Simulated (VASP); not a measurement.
A run of VASP 6.6.1:

Contents of INCAR:

```
SYSTEM = Cd
ALGO = Normal
EDIFF = 1E-6
ENCUT = 520
GGA = PE
ISIF = 2
ISMEAR = 0
LASPH = .True.
LCHARG = .False.
LREAL = .False.
LWAVE = .False.
NBANDS = 12
NELM = 60
PREC = Accurate
SIGMA = 0.1
```

Contents of KPOINTS:

```
k-points
0
Gamma
  9 9 9
  0 0 0
```

POSCAR

```
Cd
1.0
    1.6080291515      0.9283960635      2.4492874100
   -1.6080291515      0.9283960635      2.4492874100
    0.0000000000     -1.8567921270      2.4492874100
Cd
1
Direct
    0.0000000000      0.0000000000      0.0000000000
```

Potentials or basis: VASP PAW PBE potentials, release 64 (Cd).

The run is started by

```console
$ cat potpaw_PBE.64/Cd/POTCAR > POTCAR
$ mpirun -np 1 vasp_std > vasp.out
```

Hardware: 1 thread of Intel Xeon 8259CL (shared host).

Q: How long does it take, and how much memory?

A: Run time: 17 s on 1 thread of Intel Xeon 8259CL (shared host), peak memory 0.15 GiB. Counts: scf iterations 11, k points 85.
